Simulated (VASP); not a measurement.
Here is a VASP 6.6.1 calculation.

Contents of INCAR:

```
PREC = Accurate
ENCUT = 520
EDIFF = 1E-6
ISMEAR = -1
SIGMA = 0.08
LREAL = False
LASPH = True
NELM = 100
ALGO = Normal
ISIF = 2
LWAVE = False
LCHARG = False
GGA = PE
NBANDS = 12
```

The input KPOINTS:

```
Automatic mesh
0
Gamma
  15 15 14
```

Contents of POSCAR:

```
Ti
1.0
    2.1070875856      0.0000000000      0.0000000000
   -1.0535437928      1.8247913772      0.0000000000
    0.0000000000      0.0000000000      2.0714670957
Ti
1
Direct
    0.0000000000      0.0000000000      0.0000000000
```

Potentials or basis: VASP PAW PBE potentials, release 64 (Ti_sv).

Launch:

```console
$ cat potpaw_PBE.64/Ti_sv/POTCAR > POTCAR
$ mpirun -np 1 vasp_std > vasp.out
```

Q: Estimate the band gap on the k mesh.

A: Zero (band 6 reaches 21.42 eV, above the bottom of band 7 at 17.92 eV).

Q: Predict the pressure.

A: 299.4 GPa.

Stress tensor (GPa, compression positive):
```
300.24   0.00   0.00
  0.00 300.24   0.00
  0.00   0.00 297.82
```
